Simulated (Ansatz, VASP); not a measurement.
One calculation of WSe2, two programs

The input INCAR:

```
SYSTEM = WSe2
PREC = Accurate
ENCUT = 520
EDIFF = 1E-6
ISMEAR = 0
SIGMA = 0.05
LREAL = .FALSE.
LASPH = .TRUE.
NELM = 100
ALGO = Normal
ISIF = 2
LWAVE = .FALSE.
LCHARG = .FALSE.
GGA = PS
NBANDS = 35
```

Contents of KPOINTS:

```
regular mesh
0
G
  9 9 2
  0 0 0
```

The input POSCAR:

```
WSe2
1.0
    3.2705808386      0.0000000000      0.0000000000
   -1.6352904193      2.8324060913      0.0000000000
    0.0000000000      0.0000000000     23.9869951139
W Se
2 4
Direct
    0.4128891143      0.3333333333      0.1606888074
    0.3333333333      0.6666666667      0.8623778584
    0.3333333333      0.6666666667      0.2073407565
    0.6666666667      0.3333333333      0.9321940382
    0.3333333333      0.6666666667      0.0678059618
    0.6666666667      0.3333333333      0.7926592435
```

Input for Ansatz:

```yaml
crystal:
  lattice:
    - [3.2705808386, 0.0, 0.0]
    - [-1.6352904193, 2.8324060913, 0.0]
    - [0.0, 0.0, 23.9869951139]
  atoms:
    - { symbol: W, position: [0.4128891143, 0.3333333333, 0.1606888074] }
    - { symbol: W, position: [0.3333333333, 0.6666666667, 0.8623778584] }
    - { symbol: Se, position: [0.3333333333, 0.6666666667, 0.2073407565] }
    - { symbol: Se, position: [0.6666666667, 0.3333333333, 0.9321940382] }
    - { symbol: Se, position: [0.3333333333, 0.6666666667, 0.0678059618] }
    - { symbol: Se, position: [0.6666666667, 0.3333333333, 0.7926592435] }
basis:
  ecutwfc: 420
kpoints:
  mp_grid: { grid: [9, 9, 2] }
hamiltonian:
  xc: pbesol
  pseudopotentials: { kind: paw, azcp: { folder: soft_1 } }
scf:
  occupations: { method: gaussian, width: 0.05 }
output:
  forces: true
  stress: true
  eigenvalues: true
```

Alike in both runs: task single point; functional PBEsol; k mesh 9 × 9 × 2; occupations gaussian, width 0.05 eV; no spin polarisation.

```csv
,VASP,Ansatz
version,VASP 6.6.1,Ansatz 0.2.0
potentials or method,"VASP PAW PBE potentials, release 64 (W_sv, Se), cutoff 520 eV","scalar-relativistic, plane waves, PAW"
valence electrons in the cell,52,92
```

VASP gave:

* gap on the k mesh at the Fermi level (eV): none
* rms of the force components (eV/Å): 17.320

**Question.** Which values does Ansatz return?

**Answer.** gap on the k mesh at the Fermi level (eV): none; rms of the force components (eV/Å): 17.462.

VASP's potentials were made for PBE, not for PBEsol, and Ansatz warns of the same on its side. Atom by atom the forces differ by 0.144 eV/Å (rms over components). A gap of «none» marks a metal or a gap that the smearing closes. VASP's potentials hold 52 valence electrons a cell and Ansatz's 92, so a difference there can come from the potentials and not from the codes.

Spin-orbit coupling is off throughout.
